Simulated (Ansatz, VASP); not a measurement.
# P in VASP and in Ansatz

```
CELL_PARAMETERS angstrom
0.00000 0.00000 2.44480
4.88961 0.00000 0.00000
0.00000 4.88961 0.00000
ATOMIC_POSITIONS crystal
P 0.00000 0.00000 0.00000
P 0.00000 0.00000 0.50000
P 0.00000 0.50000 0.00000
P 0.00000 0.50000 0.50000
```

Alike in both runs: task single point; functional PBE; k mesh 8 × 4 × 4; occupations gaussian, width 0.2 eV; no spin polarisation.

|  | VASP | Ansatz |
| --- | --- | --- |
| version | VASP 6.6.1 | Ansatz 0.2.0 |
| potentials or method | VASP PAW PBE potentials, release 64 (P), cutoff 520 eV | scalar-relativistic, plane waves, PAW |
| valence electrons in the cell | 20 | 20 |

|  | VASP | Ansatz | Ansatz less VASP |
| --- | --- | --- | --- |
| gap on the k mesh at the Fermi level (eV) | none | none | - |
| pressure (GPa) | -0.3 | -0.1 | +0.27 |

A gap of «none» marks a metal or a gap that the smearing closes.
